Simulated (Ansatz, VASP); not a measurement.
## Two plane-wave programs on Al

File INCAR:

```
ALGO = Normal
EDIFF = 1E-7
ENCUT = 520
GGA = CA
ISIF = 2
ISMEAR = 0
LASPH = True
LCHARG = True
LELF = True
LREAL = False
LVHAR = True
LWAVE = False
NBANDS = 8
NELM = 100
PREC = Accurate
SIGMA = 0.15
```

KPOINTS

```
k-points
0
Gamma
  22 22 22
```

Contents of POSCAR:

```
Al
1.0
   -1.6347898178      1.6347898178      1.5170849509
    1.6347898178     -1.6347898178      1.5170849509
    1.6347898178      1.6347898178     -1.5170849509
Al
1
Direct
    0.0000000000      0.0000000000      0.0000000000
```

Input for Ansatz:

```yaml
crystal:
  lattice:
    - [-1.6347898178, 1.6347898178, 1.5170849509]
    - [1.6347898178, -1.6347898178, 1.5170849509]
    - [1.6347898178, 1.6347898178, -1.5170849509]
  atoms:
    - { symbol: Al, position: [0.0, 0.0, 0.0] }
basis:
  ecutwfc: 420
kpoints:
  mp_grid: { grid: [22, 22, 22] }
hamiltonian:
  xc: lda
scf:
  occupations: { method: gaussian, width: 0.15 }
output:
  forces: true
  stress: true
  eigenvalues: true
  write_density: true
  write_potential: true
  elf: true
  volumetric_format: npy
```

Alike in both runs: task single point; functional LDA; k mesh 22 × 22 × 22; occupations gaussian, width 0.15 eV; no spin polarisation.

```csv
,VASP,Ansatz
version,VASP 6.6.1,Ansatz 0.2.0
potentials or method,"VASP PAW LDA potentials, release 64 (Al), cutoff 520 eV","scalar-relativistic, plane waves, PAW"
valence electrons in the cell,3,3
```

```tsv
	VASP	Ansatz	Ansatz less VASP
gap on the k mesh at the Fermi level (eV)	none	none	-
pressure (GPa)	0.0	-0.1	-0.07
traceless stress, the component that is largest in VASP (GPa)	-1.35	-1.34	+0.013
```

LDA's correlation is that of Perdew and Zunger in VASP and of Perdew and Wang (1992) in Ansatz. A gap of «none» marks a metal or a gap that the smearing closes.
